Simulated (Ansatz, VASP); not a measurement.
# Li2ZrO2: VASP beside Ansatz

```
Li Zr O
1.0
    -1.49100    1.49100    5.09745
     1.49100   -1.49100    5.09745
     1.49100    1.49100   -5.09745
Li Zr O
2 1 2
Direct
  0.75000 0.25000 0.50000
  0.25000 0.75000 0.50000
  0.00000 0.00000 0.00000
  0.62595 0.62595 0.00000
  0.37405 0.37405 0.00000
```

Change from the starting cell: species swapped into the YMn2Si2 type (I4/mmm, No. 139).

Alike in both runs: functional PBE; k mesh 8 × 8 × 8; occupations gaussian, width 0.1 eV; no spin polarisation.

Ansatz relaxed the structure, and its values are those at the end. VASP's run is a single point on that final structure, the one shown.

|  | VASP | Ansatz |
| --- | --- | --- |
| version | VASP 6.6.1 | Ansatz 0.2.0 |
| potentials or method | VASP PAW PBE potentials, release 64 (Li_sv, Zr_sv, O), cutoff 520 eV | scalar-relativistic, plane waves, PAW |
| valence electrons in the cell | 30 | 30 |

|  | VASP | Ansatz | Ansatz less VASP |
| --- | --- | --- | --- |
| gap on the k mesh at the Fermi level (eV) | none | none | - |
| rms of the force components (eV/Å) | 0.007 | 0.000 | -0.0068 |

A gap of «none» marks a metal or a gap that the smearing closes.

The k mesh is coarse, so the values compare programs but aren't converged. Noted on VASP's run: the cutoff is short for stress, so the pressure is rough.
